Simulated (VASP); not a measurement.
# W (Im-3m) in VASP: notebook

The runs below take W through relaxation of cell and atoms, with PBE.

All numbers are computed with VASP 6.6.1; they aren't measurements. Logs are shortened: lines on timing, memory, paths and dates and some standing lists are left out, and cuts for length are marked.

### 1 The cell of the first run

Symmetry: Im-3m, No. 229, cubic system. Conventional cell: a = 3.165 Å, b = 3.165 Å, c = 3.165 Å, α = 90.00°, β = 90.00°, γ = 90.00°. Within 3.6 Å of W (site symmetry m-3m) lie 14 W at 2.74 to 3.16 Å.

### 2 Relaxation of cell and atoms, PBE, target pressure 5 GPa, at which the enthalpy is minimised

The input, INCAR:

```
PREC     = Accurate       # precision mode
ENCUT    = 500            # plane-wave cutoff, eV
EDIFF    = 1E-7           # SCF threshold, eV
ISMEAR   = -1             # smearing method
SIGMA    = 0.1            # smearing width, eV
LREAL    = F              # projectors in reciprocal space
LASPH    = T              # aspherical terms in the spheres
NELM     = 120            # most SCF steps
ALGO     = Normal         # electronic algorithm
ISIF     = 3              # what is computed and relaxed
LWAVE    = F              # write WAVECAR
LCHARG   = F              # write CHGCAR
GGA      = PE             # functional
IBRION   = 2              # ionic algorithm
NSW      = 60             # ionic steps
EDIFFG   = -0.01          # ionic threshold
PSTRESS  = 50.0         
GGA_COMPAT= F            
NELMIN   = 4
```

The input, KPOINTS:

```
Automatic mesh
0
Gamma
  11 11 11
```

The input, POSCAR:

```
W
1.0
   -1.5823450000      1.5823450000      1.5823450000
    1.5823450000     -1.5823450000      1.5823450000
    1.5823450000      1.5823450000     -1.5823450000
W
1
Direct
    0.0000000000      0.0000000000      0.0000000000
```

Potentials or basis: VASP PAW PBE potentials, release 64 (W_sv).

Command:

```console
cat potpaw_PBE.64/W_sv/POTCAR > POTCAR
mpirun -np 1 vasp_std > vasp.out
```

OUTCAR:

```text
PREC = Accurate
   ENCUT = 500
   EDIFF = 1E-7
   ISMEAR = -1
   LREAL = F
   LASPH = T
   NELM = 120
   ISIF = 3
   GGA = PE
   IBRION = 2
   NSW = 60
   EDIFFG = -0.01
   PSTRESS = 50.0
   NELMIN = 4

 ion  position               nearest neighbor table
   1  0.000  0.000  0.000-

  LATTYP: Found a body centered cubic cell.
 ALAT       =     3.1646900000

  Lattice vectors:

 A1 = (  -1.5823450000,   1.5823450000,   1.5823450000)
 A2 = (   1.5823450000,  -1.5823450000,   1.5823450000)
 A3 = (   1.5823450000,   1.5823450000,  -1.5823450000)

Analysis of symmetry for initial positions (statically):
=====================================================================
 Subroutine PRICEL returns:
 Original cell was already a primitive cell.

 Routine SETGRP: Setting up the symmetry group for a
 body centered cubic supercell.

 Subroutine GETGRP returns: Found 48 space group operations
 (whereof 48 operations were pure point group operations)
 out of a pool of 48 trial point group operations.

The static configuration has the point symmetry O_h .

Analysis of symmetry for dynamics (positions and initial velocities):
=====================================================================
 Subroutine PRICEL returns:
 Original cell was already a primitive cell.

 Routine SETGRP: Setting up the symmetry group for a
 body centered cubic supercell.

 Subroutine GETGRP returns: Found 48 space group operations
 (whereof 48 operations were pure point group operations)
 out of a pool of 48 trial point group operations.

The dynamic configuration has the point symmetry O_h .

 Subroutine INISYM returns: Found 48 space group operations
 (whereof 48 operations are pure point group operations),
 and found     1 'primitive' translations

----------------------------------------------------------------------------------------

                                     Primitive cell

  volume of cell :      15.8476

  direct lattice vectors                    reciprocal lattice vectors
    -1.582345000  1.582345000  1.582345000     0.000000000  0.315986716  0.315986716
     1.582345000 -1.582345000  1.582345000     0.315986716  0.000000000  0.315986716
     1.582345000  1.582345000 -1.582345000     0.315986716  0.315986716  0.000000000

  length of vectors
     2.740701935  2.740701935  2.740701935     0.446872699  0.446872699  0.446872699

  position of ions in fractional coordinates (direct lattice)
     0.000000000  0.000000000  0.000000000

  ion indices of the primitive-cell ions
   primitive index   ion index
                 1           1

----------------------------------------------------------------------------------------

 KPOINTS: Automatic mesh

Automatic generation of k-mesh.
 Grid dimensions read from file:
 generate k-points for:   11   11   11

 Generating k-lattice:

  Cartesian coordinates                     Fractional coordinates (reciprocal lattice)
     0.000000000  0.028726065  0.028726065     0.090909091  0.000000000  0.000000000
     0.028726065  0.000000000  0.028726065     0.000000000  0.090909091  0.000000000
     0.028726065  0.028726065  0.000000000     0.000000000  0.000000000  0.090909091

  Length of vectors
     0.040624791  0.040624791  0.040624791

  Shift w.r.t. Gamma in fractional coordinates (k-lattice)
     0.000000000  0.000000000  0.000000000

 Subroutine IBZKPT returns following result:
 ===========================================

 Found     56 irreducible k-points:

 Following reciprocal coordinates:
            Coordinates               Weight
  0.000000  0.000000  0.000000      1.000000
  0.090909  0.000000  0.000000     12.000000
  0.181818  0.000000  0.000000     12.000000
  0.272727  0.000000  0.000000     12.000000
  0.363636  0.000000  0.000000     12.000000
  0.454545  0.000000  0.000000     12.000000
[... 16 lines left out ...]
  0.272727  0.181818  0.090909     48.000000
  0.363636  0.181818  0.090909     24.000000
 [... further k-points ...]
   k-points           NKPTS =     56   k-points in BZ     NKDIM =     56   number of bands    NBANDS=     11
   number of dos      NEDOS =    301   number of ions     NIONS =      1
   total plane-waves  NPLWV =   8000
   dimension x,y,z NGX =    20 NGY =   20 NGZ =   20
   dimension x,y,z NGXF=    40 NGYF=   40 NGZF=   40
   ions per type =               1
   NGX,Y,Z   is equivalent  to a cutoff of  12.13, 12.13, 12.13 a.u.
   NGXF,Y,Z  is equivalent  to a cutoff of  24.26, 24.26, 24.26 a.u.
 SYSTEM =  unknown system
   PREC   = accura    normal or accurate (medium, high low for compatibility)
   ISTART =      0    job   : 0-new  1-cont  2-samecut
   ICHARG =      2    charge: 1-file 2-atom 10-const
   ISPIN  =      1    spin polarized calculation?
   LNONCOLLINEAR =      F non collinear calculations
   LSORBIT =      F    spin-orbit coupling
   LASPH  =      T    aspherical Exc in radial PAW
   ENCUT  =  500.0 eV  36.75 Ry    6.06 a.u.   5.00  5.00  5.00*2*pi/ulx,y,z
   NELM   =    120;   NELMIN=  4; NELMDL= -5     # of ELM steps
   EDIFF  = 0.1E-06   stopping-criterion for ELM
   LREAL  =      F    real-space projection
   EDIFFG = -.1E-01   stopping-criterion for IOM
   NSW    =     60    number of steps for IOM
   IBRION =      2    ionic relax: 0-MD 1-quasi-New 2-CG
   NFREE  =      1    steps in history (QN), initial steepest desc. (CG)
   ISIF   =      3    stress and relaxation
   ISYM   =      2    0-nonsym 1-usesym 2-fastsym
   POTIM  = 0.5000    time-step for ionic-motion
   TEBEG  =    0.0;   TEEND  =   0.0 temperature during run
   PSTRESS=   50.0 pullay stress
   NELECT =      14.0000    total number of electrons
   NUPDOWN=      -1.0000    fix difference up-down
   EMIN   =  10.00;   EMAX   =-10.00  energy-range for DOS
   EFERMI =   0.00;   METHOD = LEGACY
   ISMEAR =    -1;   SIGMA  =   0.10  broadening in eV -4-tet -1-fermi 0-gaus
   EFERMI_NEDOS =   21; number of points for ismear=-14 and -15
   IALGO  =     38    algorithm
   IMIX   =      4    mixing-type and parameters
     AMIX     =   0.40;   BMIX     =  1.00
     AMIX_MAG =   1.60;   BMIX_MAG =  1.00
  volume/ion in A,a.u.               =      15.85       106.94
  Fermi-wavevector in a.u.,A,eV,Ry     =   1.570832  2.968442 33.572544  2.467512
  Thomas-Fermi vector in A             =   2.672506
   LORBIT       =      0    0 simple, 1 ext, 2 COOP (PROOUT), +10 PAW based schemes
   GGA     = PE    functional components
   LHFCALC =     F    Hartree Fock is set to
   AEXX    =    0.0000 exact exchange contribution
   IVDW    =     0    specifies the selected vdW correction
   LEPSILON=     F    determine dielectric tensor
   LRPA    =     F    only Hartree local field effects (RPA)
 conjugate gradient relaxation of ions
 non-spin polarized calculation
  energy-cutoff  :      500.00
  volume of cell :       15.85
 maximum number of plane-waves:       414
   NGX =  9   NGY =  9   NGZ =  9

--------------------------------------- Ionic step        1  -------------------------------------------

 number of electron      14.0000004 magnetization

 Free energy of the ion-electron system (eV)
  ---------------------------------------------------
  ext. energy  EPLUGINS =         0.00000000
  ---------------------------------------------------
  free energy    TOTEN  =       -12.93860625 eV

  energy without entropy =      -12.91645331  energy(sigma->0) =      -12.92752978

------------------------ aborting loop because EDIFF is reached ----------------------------------------

  FORCE on cell =-STRESS in cart. coord.  units (eV):
  Direction    XX          YY          ZZ          XY          YZ          ZX
  --------------------------------------------------------------------------------------
  -------------------------------------------------------------------------------------
  Total        0.6446191      0.6446191      0.6446191      0.0000000      0.0000000     -0.0000000
  in kB       65.1703805     65.1703805     65.1703805      0.0000000      0.0000000     -0.0000000
  external PRESSURE =      15.1703805 kB  Pullay stress =      50.0000000 kB

 VOLUME and BASIS-vectors are now :
 -----------------------------------------------------------------------------
  energy-cutoff  :      500.00
  volume of cell :       15.85
      direct lattice vectors                 reciprocal lattice vectors
    -1.582345000  1.582345000  1.582345000     0.000000000  0.315986716  0.315986716
     1.582345000 -1.582345000  1.582345000     0.315986716  0.000000000  0.315986716
     1.582345000  1.582345000 -1.582345000     0.315986716  0.315986716  0.000000000
[... 44 lines left out ...]
  FREE ENERGIE OF THE ION-ELECTRON SYSTEM (eV)
  ---------------------------------------------------
  free  energy   TOTEN  =       -12.9451517093 eV

  energy  without entropy=      -12.9228309929  energy(sigma->0) =      -12.93399135

  enthalpy is  TOTEN    =       -12.4397687503 eV   P V=        0.5053829591

--------------------------------------- Ionic step        3  -------------------------------------------

 number of electron      14.0000003 magnetization

 Free energy of the ion-electron system (eV)
  ---------------------------------------------------
  ext. energy  EPLUGINS =         0.00000000
  ---------------------------------------------------
  free energy    TOTEN  =       -12.94125193 eV

  energy without entropy =      -12.91905427  energy(sigma->0) =      -12.93015310

 E-fermi :  11.3801     XC(G=0): -13.6153

 val. band max:       11.3676213766   @ k =   0.4545   0.0909   0.0000
 cond. band min:      11.4417213389   @ k =  -0.1818   0.2727   0.0909
 fundamental gap:      0.0740999623
 Fermi energy:        11.3800644118

 k-point     1 :       0.0000    0.0000    0.0000
  band No.  band energies     occupation
      1     -62.8031      2.00000
      2     -26.3721      2.00000
      3     -26.3721      2.00000
      4     -26.3721      2.00000
      5       1.7670      2.00000
      6      10.1617      1.99999
      7      10.1617      1.99999
      8      10.1617      1.99999
      9      13.6340      0.00000
     10      13.6340      0.00000
     11      25.8865      0.00000

 k-point     2 :       0.0909    0.0000    0.0000
  band No.  band energies     occupation
      1     -62.7928      2.00000
      2     -26.4807      2.00000
      3     -26.4061      2.00000
      4     -26.3726      2.00000
      5       2.1603      2.00000
      6       9.9259      2.00000
      7      10.0968      1.99999
      8      10.5444      1.99953
      9      13.2891      0.00000
     10      13.6387      0.00000
     11      26.2073      0.00000
[... 295 lines left out ...]
 k-point    24 :       0.3636    0.1818    0.0909
  band No.  band energies     occupation
      1     -62.6653      2.00000
      2     -27.4196      2.00000
      3     -26.9513      2.00000
      4     -26.5804      2.00000
      5       6.7488      2.00000
      6       7.9135      2.00000
      7       9.9830      2.00000
      8      14.0501      0.00000
      9      14.5998      0.00000
     10      19.8623      0.00000
     11      20.3965      0.00000

 [... further k-points ...]
[... 5 lines left out ...]
  --------------------------------------------------------------------------------------
  -------------------------------------------------------------------------------------
  Total        0.4962854      0.4962854      0.4962854     -0.0000000     -0.0000000      0.0000000
  in kB       49.9414151     49.9414151     49.9414151     -0.0000000     -0.0000000      0.0000000
  external PRESSURE =      -0.0585849 kB  Pullay stress =      50.0000000 kB

 VOLUME and BASIS-vectors are now :
 -----------------------------------------------------------------------------
  energy-cutoff  :      500.00
  volume of cell :       15.92
      direct lattice vectors                 reciprocal lattice vectors
    -1.584797441  1.584797441  1.584797441     0.000000000  0.315497733  0.315497733
     1.584797441 -1.584797441  1.584797441     0.315497733  0.000000000  0.315497733
     1.584797441  1.584797441 -1.584797441     0.315497733  0.315497733  0.000000000

 POSITION                                       TOTAL-FORCE (eV/Angst)
 -----------------------------------------------------------------------------------
      0.00000      0.00000      0.00000         0.000000      0.000000      0.000000
 -----------------------------------------------------------------------------------
    total drift:                                0.000000     -0.000000      0.000000

  FREE ENERGIE OF THE ION-ELECTRON SYSTEM (eV)
  ---------------------------------------------------
  free  energy   TOTEN  =       -12.9412519320 eV

  energy  without entropy=      -12.9190542695  energy(sigma->0) =      -12.93015310

  enthalpy is  TOTEN    =       -12.4443843101 eV   P V=        0.4968676219

 reached required accuracy - stopping structural energy minimisation
```

It took 8.6 s on 1 thread of Intel Xeon 6975P-C (Granite Rapids), shared host; peak memory 0.13 GiB.

What came out:

- Free energy: -12.9413 eV
- Relaxed volume: 15.92 Å³/atom
- Relaxed cell: a = 2.745 Å, b = 2.745 Å, c = 2.745 Å, α = 109.47°, β = 109.47°, γ = 109.47°
- Space group after relaxing (to 0.05 Å): Im-3m (No. 229)
- Energy change on relaxing (the enthalpy is what falls): -2.6 meV/atom
- Ionic steps: 3
- Pressure after relaxing: 5.0 GPa
- Band gap on the k mesh: zero (band 7 reaches 15.67 eV, above the bottom of band 8 at 10.16 eV)

The path:
```
step  energy change (eV)  largest force (eV/Å)  pressure (GPa)  volume (Å³)
   1              0.0000                0.0000            6.52        15.85
   2             -0.0065                0.0000           -0.33        16.19
   3             -0.0026                0.0000            4.99        15.92
```

Final structure:
```
W
1.0
    -1.58480    1.58480    1.58480
     1.58480   -1.58480    1.58480
     1.58480    1.58480   -1.58480
W
1
Direct
  0.00000 0.00000 0.00000
```

Caveat: the cell is relaxed towards a set pressure, so the enthalpy falls and the energy may rise; spin-orbit coupling is left out, which moves the levels of the heavy elements. PBE usually gives volumes a little too large and moduli too small.

### 3 Relaxation of cell and atoms, PBE, target pressure 10 GPa, at which the enthalpy is minimised

The input, INCAR:

```
SYSTEM = W
  PREC = Accurate
  ENCUT = 500
  EDIFF = 1E-7
  ISMEAR = -1
  SIGMA = 0.1
  LREAL = .False.
  LASPH = .True.
  NELM = 120
  ALGO = Normal
  ISIF = 3
  LWAVE = .False.
  LCHARG = .False.
  GGA = PE
  IBRION = 2
  NSW = 60
  EDIFFG = -0.01
  PSTRESS = 100.0
  GGA_COMPAT = .False.
  NELMIN = 4
```

The input, KPOINTS:

```
Automatic mesh
0
Gamma
  11 11 11
  0 0 0
```

POSCAR is that of step 2.

Potentials or basis: VASP PAW PBE potentials, release 64 (W_sv).

Command:

```console
cat potpaw_PBE.64/W_sv/POTCAR > POTCAR
mpirun -np 1 vasp_std > vasp.out
```

Wall time 8.8 s (1 thread of Intel Xeon 6975P-C (Granite Rapids), shared host); peak memory 0.13 GiB.

It converged, with:

| Property | Result |
| --- | --- |
| Free energy | -12.9304 eV |
| Relaxed volume | 15.69 Å³/atom |
| Relaxed cell | a = 2.731 Å, b = 2.731 Å, c = 2.731 Å, α = 109.47°, β = 109.47°, γ = 109.47° |
| Space group after relaxing (to 0.05 Å) | Im-3m (No. 229) |
| Energy change on relaxing (the enthalpy is what falls) | +8.2 meV/atom |
| Ionic steps | 3 |
| Pressure after relaxing | 9.9 GPa |
| Band gap on the k mesh | zero (band 7 reaches 15.97 eV, above the bottom of band 8 at 10.35 eV) |

Step by step:
| step | energy change (eV) | largest force (eV/Å) | pressure (GPa) | volume (Å³) |
| --- | --- | --- | --- | --- |
| 1 | 0.0000 | 0.0000 | 6.52 | 15.85 |
| 2 | 0.0743 | 0.0000 | 24.93 | 15.07 |
| 3 | 0.0082 | 0.0000 | 9.93 | 15.69 |

Final structure:
```xyz
1
Lattice="-1.5770 1.5770 1.5770 1.5770 -1.5770 1.5770 1.5770 1.5770 -1.5770" Properties=species:S:1:pos:R:3 pbc="T T T"
W     0.0000    0.0000    0.0000
```

Levels at points of the mesh, in eV from the Fermi level:
```tsv
k point	band 3	band 4	band 5	band 6	band 7	band 8	band 9	band 10	band 11
(0.00, 0.00, 0.00)	-37.71	-37.71	-9.70	-1.25	-1.25	-1.25	2.29	2.29	14.54
```

Caveat: the cell is relaxed towards a set pressure, so the enthalpy falls and the energy may rise; spin-orbit coupling is left out, which moves the levels of the heavy elements.

### 4 Relaxation of cell and atoms, PBE, target pressure 20 GPa, at which the enthalpy is minimised

The input, INCAR:

```
PREC = Accurate
ENCUT = 500
EDIFF = 1E-7
ISMEAR = -1
SIGMA = 0.1
LREAL = F
LASPH = T
NELM = 120
ALGO = Normal
ISIF = 3
LWAVE = F
LCHARG = F
GGA = PE
IBRION = 2
NSW = 60
EDIFFG = -0.01
PSTRESS = 200.0
GGA_COMPAT = F
NELMIN = 4
```

The input, KPOINTS:

```
Automatic mesh
0
Gamma
  11 11 11
```

POSCAR is that of step 3.

Command:

```console
cat potpaw_PBE.64/W_sv/POTCAR > POTCAR
mpirun -np 1 vasp_std > vasp.out
```

It took 13 s on 1 thread of Intel Xeon 6975P-C (Granite Rapids), shared host; peak memory 0.13 GiB.

Results (log left out):

```
Free energy                                            : -12.8903 eV
Relaxed volume                                         : 15.26 Å³/atom
Relaxed cell                                           : a = 2.706 Å, b = 2.706 Å, c = 2.706 Å, α = 109.47°, β = 109.47°, γ = 109.47°
Space group after relaxing (to 0.05 Å)                 : Im-3m (No. 229)
Energy change on relaxing (the enthalpy is what falls) : +48.3 meV/atom
Ionic steps                                            : 5
Pressure after relaxing                                : 20.1 GPa
Band gap on the k mesh                                 : zero (band 7 reaches 16.55 eV, above the bottom of band 8 at 10.72 eV)
```

Step by step:
| step | energy change (eV) | largest force (eV/Å) | pressure (GPa) | volume (Å³) |
| --- | --- | --- | --- | --- |
| 1 | 0.0000 | 0.0000 | 6.52 | 15.85 |
| 2 | 0.8689 | 0.0000 | 106.41 | 12.98 |
| 3 | 0.0424 | 0.0000 | 18.88 | 15.30 |
| 4 | 0.0469 | 0.0000 | 19.80 | 15.27 |
| 5 | 0.0483 | 0.0000 | 20.09 | 15.26 |

Final structure:
```
W
1.0
    -1.56241    1.56241    1.56241
     1.56241   -1.56241    1.56241
     1.56241    1.56241   -1.56241
W
1
Direct
  0.00000 0.00000 0.00000
```

Levels at points of the mesh, in eV from the Fermi level:
```tsv
k point	band 5	band 6	band 7	band 8	band 9	band 10
(0.00, 0.00, 0.00)	-9.86	-1.30	-1.30	-1.30	2.35	2.35
```

Caveat: the cell is relaxed towards a set pressure, so the enthalpy falls and the energy may rise; spin-orbit coupling is left out, which moves the levels of the heavy elements.

### 5 Overview

```tsv
cell	gap on the mesh (eV)	pressure (GPa)
relaxed to 5 GPa	none	5.0
relaxed to 10 GPa	none	9.9
relaxed to 20 GPa	none	20.1
```

Alike in all rows: task relaxation of cell and atoms; level PBE; potentials or basis VASP PAW PBE potentials, release 64 (W_sv); no spin polarisation; k mesh 11 × 11 × 11; cutoff (eV) 500; smearing fermi-dirac 0.1 eV.

Caveats: the cell is relaxed towards a set pressure, so the enthalpy falls and the energy may rise; spin-orbit coupling is left out, which moves the levels of the heavy elements.

Absolute energies hang on the potentials; compare differences alone.
